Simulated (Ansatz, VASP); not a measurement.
**W in VASP and in Ansatz**

```
CELL_PARAMETERS angstrom
2.77658 0.00000 0.00000
-1.38829 2.40459 0.00000
0.00000 0.00000 7.42667
ATOMIC_POSITIONS crystal
W 0.00000 0.00000 0.00000
W 0.33333 0.66667 0.33333
W 0.66667 0.33333 0.66667
```

Alike in both runs: task relaxation of cell and atoms; functional PBE; k mesh 18 × 18 × 6; occupations gaussian, width 0.1 eV; no spin polarisation.

```csv
,VASP,Ansatz
version,VASP 6.6.1,Ansatz 0.2.0
potentials or method,"VASP PAW PBE potentials, release 64 (W_sv), cutoff 600 eV","scalar-relativistic, plane waves, PAW"
valence electrons in the cell,42,42
```

Ansatz gave:

* gap on the k mesh at the Fermi level, each at its own relaxed structure (eV): none
* relaxed volume (Å³/atom): 16.49
* relaxed cell length with the largest relative difference (Å): 2.795

Q: Estimate VASP's values.

A: gap on the k mesh at the Fermi level, each at its own relaxed structure (eV): none; relaxed volume (Å³/atom): 16.52; relaxed cell length with the largest relative difference (Å): 2.796.

A gap of «none» marks a metal or a gap that the smearing closes.

Neither program's run includes spin-orbit coupling.
